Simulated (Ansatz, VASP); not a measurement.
One calculation of AlN, two programs

The input INCAR:

```
SYSTEM = AlN
PREC = Accurate
ENCUT = 520
EDIFF = 1E-6
ISMEAR = 0
SIGMA = 0.05
LREAL = .FALSE.
LASPH = .TRUE.
NELM = 60
ALGO = Normal
ISIF = 2
LWAVE = .FALSE.
LCHARG = .FALSE.
GGA = PE
NBANDS = 16
```

File KPOINTS:

```
regular mesh
0
G
  12 12 6
  0 0 0
```

File POSCAR:

```
AlN
1.0
    3.1302395629      0.0000000000      0.0000000000
   -1.5651197815      2.7108669814      0.0000000000
    0.0000000000      0.0000000000      5.0179796548
Al N
2 2
Direct
    0.3420937865      0.6710468932      0.0032853287
    0.6754271198      0.3377135599      0.5032853287
    0.3333333333      0.6666666667      0.3832712825
    0.6666666667      0.3333333333      0.8832712825
```

Input for Ansatz:

```yaml
crystal:
  lattice:
    - [3.1302395629, 0.0, 0.0]
    - [-1.5651197815, 2.7108669814, 0.0]
    - [0.0, 0.0, 5.0179796548]
  atoms:
    - { symbol: Al, position: [0.3420937865, 0.6710468932, 0.0032853287] }
    - { symbol: Al, position: [0.6754271198, 0.3377135599, 0.5032853287] }
    - { symbol: "N", position: [0.3333333333, 0.6666666667, 0.3832712825] }
    - { symbol: "N", position: [0.6666666667, 0.3333333333, 0.8832712825] }
basis:
  ecutwfc: 420
kpoints:
  mp_grid: { grid: [12, 12, 6] }
hamiltonian:
  xc: pbe
scf:
  occupations: { method: gaussian, width: 0.05 }
output:
  forces: true
  stress: true
  eigenvalues: true
  write_density: true
  write_potential: true
  elf: true
  volumetric_format: npy
```

Change from the starting cell: all Al atoms moved -0.025 Å, as atom 1 towards its neighbour atom 4 (N) at 1.902 Å.

Alike in both runs: task single point; functional PBE; k mesh 12 × 12 × 6; occupations gaussian, width 0.05 eV; no spin polarisation.

|  | VASP | Ansatz |
| --- | --- | --- |
| version | VASP 6.6.1 | Ansatz 0.2.0 |
| potentials or method | VASP PAW PBE potentials, release 64 (Al, N), cutoff 520 eV | scalar-relativistic, plane waves, PAW |
| valence electrons in the cell | 16 | 16 |

```csv
,VASP,Ansatz,Ansatz less VASP
gap on the k mesh at the Fermi level (eV),4.06,4.05,-0.009
least direct gap on the mesh (eV),4.06,4.05,-0.009
pressure (GPa),-0.2,0.1,+0.26
"traceless stress, the component that is largest in VASP (GPa)",-0.76,-0.75,+0.003
rms of the force components (eV/Å),0.199,0.198,-0.0004
```

Atom by atom the forces differ by 0.001 eV/Å (rms over components).
